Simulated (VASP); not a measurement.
# SO (rock salt type) (Fm-3m) in VASP: further runs, part 2 of 2

VASP 6.6.1.

**4. Single point, PBE**

This run uses another cell than the first one, of 12.34 Å³/atom.

The input, INCAR:

```
SYSTEM = SO
PREC = Accurate
ENCUT = 520
EDIFF = 1E-6
ISMEAR = -1
SIGMA = 0.06122561905347299
LREAL = .False.
LASPH = .True.
NELM = 80
ALGO = Normal
ISIF = 2
LWAVE = .False.
LCHARG = .False.
GGA = PE
NBANDS = 13
```

The input, KPOINTS:

```
Automatic mesh
0
Gamma
  21 21 21
  0 0 0
```

The input, POSCAR:

```
SO
1.0
    0.0000000000      2.3110000422      2.3110000422
    2.3110000422      0.0000000000      2.3110000422
    2.3110000422      2.3110000422      0.0000000000
S O
1 1
Direct
    0.0000000000      0.0000000000      0.0000000000
    0.5000000000      0.5000000000      0.5000000000
```

Potentials or basis: VASP PAW PBE potentials, release 64 (S, O).

On the command line:

```bash
$ cat potpaw_PBE.64/S/POTCAR potpaw_PBE.64/O/POTCAR > POTCAR
$ mpirun -np 1 vasp_std > vasp.out
```

OUTCAR:

```text
SYSTEM = SO
   PREC = Accurate
   ENCUT = 520
   EDIFF = 1E-6
   ISMEAR = -1
   LREAL = .False.
   LASPH = .True.
   NELM = 80
   ISIF = 2
   GGA = PE

 ion  position               nearest neighbor table
   1  0.000  0.000  0.000-   2 2.31   2 2.31   2 2.31   2 2.31   2 2.31   2 2.31
   2  0.500  0.500  0.500-   1 2.31   1 2.31   1 2.31   1 2.31   1 2.31   1 2.31

  LATTYP: Found a face centered cubic cell.
 ALAT       =     4.6220000844

  Lattice vectors:

 A1 = (   0.0000000000,   2.3110000422,   2.3110000422)
 A2 = (   2.3110000422,   0.0000000000,   2.3110000422)
 A3 = (   2.3110000422,   2.3110000422,   0.0000000000)

Analysis of symmetry for initial positions (statically):
=====================================================================
 Subroutine PRICEL returns:
 Original cell was already a primitive cell.

 Routine SETGRP: Setting up the symmetry group for a
 face centered cubic supercell.

 Subroutine GETGRP returns: Found 48 space group operations
 (whereof 48 operations were pure point group operations)
 out of a pool of 48 trial point group operations.

The static configuration has the point symmetry O_h .

Analysis of symmetry for dynamics (positions and initial velocities):
=====================================================================
 Subroutine PRICEL returns:
 Original cell was already a primitive cell.

 Routine SETGRP: Setting up the symmetry group for a
 face centered cubic supercell.

 Subroutine GETGRP returns: Found 48 space group operations
 (whereof 48 operations were pure point group operations)
 out of a pool of 48 trial point group operations.

The dynamic configuration has the point symmetry O_h .

 Subroutine INISYM returns: Found 48 space group operations
 (whereof 48 operations are pure point group operations),
 and found     1 'primitive' translations

----------------------------------------------------------------------------------------

                                     Primitive cell

  volume of cell :      24.6848

  direct lattice vectors                    reciprocal lattice vectors
     0.000000000  2.311000042  2.311000042    -0.216356552  0.216356552  0.216356552
     2.311000042  0.000000000  2.311000042     0.216356552 -0.216356552  0.216356552
     2.311000042  2.311000042  0.000000000     0.216356552  0.216356552 -0.216356552

  length of vectors
     3.268247602  3.268247602  3.268247602     0.374740540  0.374740540  0.374740540

  position of ions in fractional coordinates (direct lattice)
     0.000000000  0.000000000  0.000000000
     0.500000000  0.500000000  0.500000000

  ion indices of the primitive-cell ions
   primitive index   ion index
                 1           1
                 2           2

----------------------------------------------------------------------------------------

 KPOINTS: Automatic mesh

Automatic generation of k-mesh.
 Grid dimensions read from file:
 generate k-points for:   21   21   21

[... 21 lines left out ...]
  0.047619  0.000000  0.000000      8.000000
  0.095238  0.000000  0.000000      8.000000
  0.142857  0.000000  0.000000      8.000000
  0.190476  0.000000  0.000000      8.000000
  0.238095  0.000000  0.000000      8.000000
[... 16 lines left out ...]
 -0.428571  0.047619  0.000000     24.000000
 -0.380952  0.047619  0.000000     24.000000
 [... further k-points ...]
   k-points           NKPTS =    286   k-points in BZ     NKDIM =    286   number of bands    NBANDS=     13
   number of dos      NEDOS =    301   number of ions     NIONS =      2
   total plane-waves  NPLWV =  13824
   dimension x,y,z NGX =    24 NGY =   24 NGZ =   24
   dimension x,y,z NGXF=    48 NGYF=   48 NGZF=   48
   ions per type =               1   1
   NGX,Y,Z   is equivalent  to a cutoff of  12.21, 12.21, 12.21 a.u.
   NGXF,Y,Z  is equivalent  to a cutoff of  24.42, 24.42, 24.42 a.u.
 SYSTEM =  SO
   PREC   = accura    normal or accurate (medium, high low for compatibility)
   ISTART =      0    job   : 0-new  1-cont  2-samecut
   ICHARG =      2    charge: 1-file 2-atom 10-const
   ISPIN  =      1    spin polarized calculation?
   LNONCOLLINEAR =      F non collinear calculations
   LSORBIT =      F    spin-orbit coupling
   LASPH  =      T    aspherical Exc in radial PAW
   ENCUT  =  520.0 eV  38.22 Ry    6.18 a.u.   6.08  6.08  6.08*2*pi/ulx,y,z
   NELM   =     80;   NELMIN=  2; NELMDL= -5     # of ELM steps
   EDIFF  = 0.1E-05   stopping-criterion for ELM
   LREAL  =      F    real-space projection
   EDIFFG = 0.1E-04   stopping-criterion for IOM
   NSW    =      0    number of steps for IOM
   IBRION =     -1    ionic relax: 0-MD 1-quasi-New 2-CG
   NFREE  =      0    steps in history (QN), initial steepest desc. (CG)
   ISIF   =      2    stress and relaxation
   ISYM   =      2    0-nonsym 1-usesym 2-fastsym
   POTIM  = 0.5000    time-step for ionic-motion
   TEBEG  =    0.0;   TEEND  =   0.0 temperature during run
   PSTRESS=    0.0 pullay stress
   NELECT =      12.0000    total number of electrons
   NUPDOWN=      -1.0000    fix difference up-down
   EMIN   =  10.00;   EMAX   =-10.00  energy-range for DOS
   EFERMI =   0.00;   METHOD = LEGACY
   ISMEAR =    -1;   SIGMA  =   0.06  broadening in eV -4-tet -1-fermi 0-gaus
   EFERMI_NEDOS =   21; number of points for ismear=-14 and -15
   IALGO  =     38    algorithm
   IMIX   =      4    mixing-type and parameters
     AMIX     =   0.40;   BMIX     =  1.00
     AMIX_MAG =   1.60;   BMIX_MAG =  1.00
  volume/ion in A,a.u.               =      12.34        83.29
  Fermi-wavevector in a.u.,A,eV,Ry     =   1.287237  2.432526 22.544581  1.656980
  Thomas-Fermi vector in A             =   2.419264
   LORBIT       =      0    0 simple, 1 ext, 2 COOP (PROOUT), +10 PAW based schemes
   GGA     = PE    functional components
   LHFCALC =     F    Hartree Fock is set to
   AEXX    =    0.0000 exact exchange contribution
   IVDW    =     0    specifies the selected vdW correction
   LEPSILON=     F    determine dielectric tensor
   LRPA    =     F    only Hartree local field effects (RPA)
 non-spin polarized calculation
  energy-cutoff  :      520.00
  volume of cell :       24.68
 maximum number of plane-waves:       680
   NGX = 13   NGY = 13   NGZ = 13

 number of electron      11.9999998 magnetization

 Free energy of the ion-electron system (eV)
  ---------------------------------------------------
  ext. energy  EPLUGINS =         0.00000000
  ---------------------------------------------------
  free energy    TOTEN  =        -7.09897029 eV

  energy without entropy =       -7.08291778  energy(sigma->0) =       -7.09094403

 E-fermi :   5.9862     XC(G=0): -11.1039

 val. band max:        5.9797377847   @ k =  -0.3333   0.2381   0.0476
 cond. band min:       5.9885461948   @ k =   0.3333   0.0952   0.0476
 fundamental gap:      0.0088084101
 Fermi energy:         5.9861898206

 k-point     1 :       0.0000    0.0000    0.0000
  band No.  band energies     occupation
      1     -14.3396      2.00000
      2      -5.1866      2.00000
      3       1.8724      2.00000
      4       1.8724      2.00000
      5       1.8724      2.00000
      6       7.6433      0.00000
      7       7.6433      0.00000
      8       7.6433      0.00000
      9      15.5746      0.00000
     10      15.5746      0.00000
     11      15.5746      0.00000
     12      18.6458      0.00000
     13      18.7465      0.00000
[... 354 lines left out ...]
  band No.  band energies     occupation
      1     -13.0544      2.00000
      2      -7.3577      2.00000
      3       1.7127      2.00000
      4       2.2831      2.00000
      5       3.1104      2.00000
      6       4.1500      2.00000
      7       5.2375      1.99999
      8       5.8480      1.81056
      9      15.3363      0.00000
     10      18.7397      0.00000
     11      18.8676      0.00000
     12      22.1876      0.00000
     13      23.1220      0.00000

 [... further k-points ...]

------------------------ aborting loop because EDIFF is reached ----------------------------------------

  FORCE on cell =-STRESS in cart. coord.  units (eV):
  Direction    XX          YY          ZZ          XY          YZ          ZX
  --------------------------------------------------------------------------------------
  -------------------------------------------------------------------------------------
  Total       -0.0461570     -0.0461570     -0.0461570      0.0000000      0.0000000      0.0000000
  in kB       -2.9958370     -2.9958370     -2.9958370      0.0000000      0.0000000      0.0000000
  external PRESSURE =      -2.9958370 kB  Pullay stress =       0.0000000 kB

 VOLUME and BASIS-vectors are now :
 -----------------------------------------------------------------------------
  energy-cutoff  :      520.00
  volume of cell :       24.68
      direct lattice vectors                 reciprocal lattice vectors
     0.000000000  2.311000042  2.311000042    -0.216356552  0.216356552  0.216356552
     2.311000042  0.000000000  2.311000042     0.216356552 -0.216356552  0.216356552
     2.311000042  2.311000042  0.000000000     0.216356552  0.216356552 -0.216356552

 POSITION                                       TOTAL-FORCE (eV/Angst)
 -----------------------------------------------------------------------------------
      0.00000      0.00000      0.00000        -0.000000     -0.000000     -0.000000
      2.31100      2.31100      2.31100         0.000000      0.000000      0.000000
 -----------------------------------------------------------------------------------
    total drift:                                0.000000     -0.000000      0.000000

  FREE ENERGIE OF THE ION-ELECTRON SYSTEM (eV)
  ---------------------------------------------------
  free  energy   TOTEN  =        -7.0989702925 eV

  energy  without entropy=       -7.0829177767  energy(sigma->0) =       -7.09094403
```

stdout:

```text
POSCAR found type information on POSCAR S O
 POSCAR found :  2 types and       2 ions
 scaLAPACK will be used
 LDA part: xc-table for (Slater+PW92), standard interpolation
 POSCAR, INCAR and KPOINTS ok, starting setup
 FFT: planning ... GRIDC
 FFT: planning ... GRID_SOFT
 FFT: planning ... GRID
 WAVECAR not read
 entering main loop
```

Run time: 19 s. Hardware: 1 thread of Intel Xeon 6975P-C (Granite Rapids), shared host; peak memory 0.19 GiB.

What came out:

| Item | Value |
| --- | --- |
| Free energy | -7.0990 eV |
| Pressure | -0.3 GPa |
| Band gap on the k mesh | zero (bands 6 and 7 overlap by 3.02 eV) |

**5. Single point, PBE**

This run uses another cell than the first one, of 12.34 Å³/atom.

The input, INCAR:

```
  ALGO = Normal
  EDIFF = 1E-7
  ENCUT = 520
  GGA = PE
  ISIF = 2
  ISMEAR = -1
  LASPH = True
  LCHARG = False
  LREAL = False
  LWAVE = False
  NBANDS = 13
  NELM = 100
  PREC = Accurate
  SIGMA = 0.06122561905347299
```

The input, KPOINTS:

```
k-points
0
Gamma
  21 21 21
```

POSCAR is that of step 4.

Potentials or basis: VASP PAW PBE potentials, release 64 (S, O).

On the command line:

```bash
$ cat potpaw_PBE.64/S/POTCAR potpaw_PBE.64/O/POTCAR > POTCAR
$ mpirun -np 1 vasp_std > vasp.out
```

OUTCAR:

```text
EDIFF = 1E-7
   ENCUT = 520
   GGA = PE
   ISIF = 2
   ISMEAR = -1
   LASPH = True
   LREAL = False
   NELM = 100
   PREC = Accurate

 ion  position               nearest neighbor table
   1  0.000  0.000  0.000-   2 2.31   2 2.31   2 2.31   2 2.31   2 2.31   2 2.31
   2  0.500  0.500  0.500-   1 2.31   1 2.31   1 2.31   1 2.31   1 2.31   1 2.31

  LATTYP: Found a face centered cubic cell.
 ALAT       =     4.6220000844

  Lattice vectors:

 A1 = (   0.0000000000,   2.3110000422,   2.3110000422)
 A2 = (   2.3110000422,   0.0000000000,   2.3110000422)
 A3 = (   2.3110000422,   2.3110000422,   0.0000000000)

Analysis of symmetry for initial positions (statically):
=====================================================================
 Subroutine PRICEL returns:
 Original cell was already a primitive cell.

 Routine SETGRP: Setting up the symmetry group for a
 face centered cubic supercell.

 Subroutine GETGRP returns: Found 48 space group operations
 (whereof 48 operations were pure point group operations)
 out of a pool of 48 trial point group operations.

The static configuration has the point symmetry O_h .

Analysis of symmetry for dynamics (positions and initial velocities):
=====================================================================
 Subroutine PRICEL returns:
 Original cell was already a primitive cell.

 Routine SETGRP: Setting up the symmetry group for a
 face centered cubic supercell.

 Subroutine GETGRP returns: Found 48 space group operations
 (whereof 48 operations were pure point group operations)
 out of a pool of 48 trial point group operations.

The dynamic configuration has the point symmetry O_h .

 Subroutine INISYM returns: Found 48 space group operations
 (whereof 48 operations are pure point group operations),
 and found     1 'primitive' translations

----------------------------------------------------------------------------------------

                                     Primitive cell

  volume of cell :      24.6848

  direct lattice vectors                    reciprocal lattice vectors
[... 117 lines left out ...]
   LRPA    =     F    only Hartree local field effects (RPA)
 non-spin polarized calculation
  energy-cutoff  :      520.00
  volume of cell :       24.68
 maximum number of plane-waves:       680
   NGX = 13   NGY = 13   NGZ = 13

 number of electron      11.9999998 magnetization

 Free energy of the ion-electron system (eV)
  ---------------------------------------------------
  ext. energy  EPLUGINS =         0.00000000
  ---------------------------------------------------
  free energy    TOTEN  =        -7.09897023 eV

  energy without entropy =       -7.08291763  energy(sigma->0) =       -7.09094393

 E-fermi :   5.9862     XC(G=0): -11.1038

 val. band max:        5.9797198661   @ k =  -0.3333   0.2381   0.0476
 cond. band min:       5.9885460862   @ k =   0.3333   0.0952   0.0476
 fundamental gap:      0.0088262201
 Fermi energy:         5.9861737947

 k-point     1 :       0.0000    0.0000    0.0000
  band No.  band energies     occupation
      1     -14.3397      2.00000
      2      -5.1867      2.00000
      3       1.8723      2.00000
      4       1.8723      2.00000
      5       1.8723      2.00000
      6       7.6433      0.00000
      7       7.6433      0.00000
      8       7.6433      0.00000
      9      15.5747      0.00000
     10      15.5747      0.00000
     11      15.5747      0.00000
     12      18.6459      0.00000
     13      18.7465      0.00000
[... 354 lines left out ...]
  band No.  band energies     occupation
      1     -13.0545      2.00000
      2      -7.3577      2.00000
      3       1.7127      2.00000
      4       2.2830      2.00000
      5       3.1104      2.00000
      6       4.1500      2.00000
      7       5.2375      1.99999
      8       5.8480      1.81053
      9      15.3364      0.00000
     10      18.7397      0.00000
     11      18.8676      0.00000
     12      22.1877      0.00000
     13      23.1220      0.00000

 [... further k-points ...]

------------------------ aborting loop because EDIFF is reached ----------------------------------------

  FORCE on cell =-STRESS in cart. coord.  units (eV):
  Direction    XX          YY          ZZ          XY          YZ          ZX
  --------------------------------------------------------------------------------------
  -------------------------------------------------------------------------------------
  Total       -0.0443918     -0.0443918     -0.0443918      0.0000000     -0.0000000      0.0000000
  in kB       -2.8812675     -2.8812675     -2.8812675      0.0000000     -0.0000000      0.0000000
  external PRESSURE =      -2.8812675 kB  Pullay stress =       0.0000000 kB

 VOLUME and BASIS-vectors are now :
 -----------------------------------------------------------------------------
  energy-cutoff  :      520.00
  volume of cell :       24.68
      direct lattice vectors                 reciprocal lattice vectors
     0.000000000  2.311000042  2.311000042    -0.216356552  0.216356552  0.216356552
     2.311000042  0.000000000  2.311000042     0.216356552 -0.216356552  0.216356552
     2.311000042  2.311000042  0.000000000     0.216356552  0.216356552 -0.216356552

 POSITION                                       TOTAL-FORCE (eV/Angst)
 -----------------------------------------------------------------------------------
      0.00000      0.00000      0.00000         0.000000      0.000000      0.000000
      2.31100      2.31100      2.31100        -0.000000     -0.000000     -0.000000
 -----------------------------------------------------------------------------------
    total drift:                                0.000000     -0.000000      0.000000

  FREE ENERGIE OF THE ION-ELECTRON SYSTEM (eV)
  ---------------------------------------------------
  free  energy   TOTEN  =        -7.0989702297 eV

  energy  without entropy=       -7.0829176331  energy(sigma->0) =       -7.09094393
```

stdout:

```text
POSCAR found type information on POSCAR S O
 POSCAR found :  2 types and       2 ions
 scaLAPACK will be used
 LDA part: xc-table for (Slater+PW92), standard interpolation
 POSCAR, INCAR and KPOINTS ok, starting setup
 FFT: planning ... GRIDC
 FFT: planning ... GRID_SOFT
 FFT: planning ... GRID
 WAVECAR not read
 entering main loop
```

Wall time 21 s (1 thread of Intel Xeon 6975P-C (Granite Rapids), shared host); peak memory 0.19 GiB.

Results:

| Quantity | Value |
| --- | --- |
| Free energy | -7.0990 eV |
| Pressure | -0.3 GPa |
| Band gap on the k mesh | zero (bands 6 and 7 overlap by 3.02 eV) |
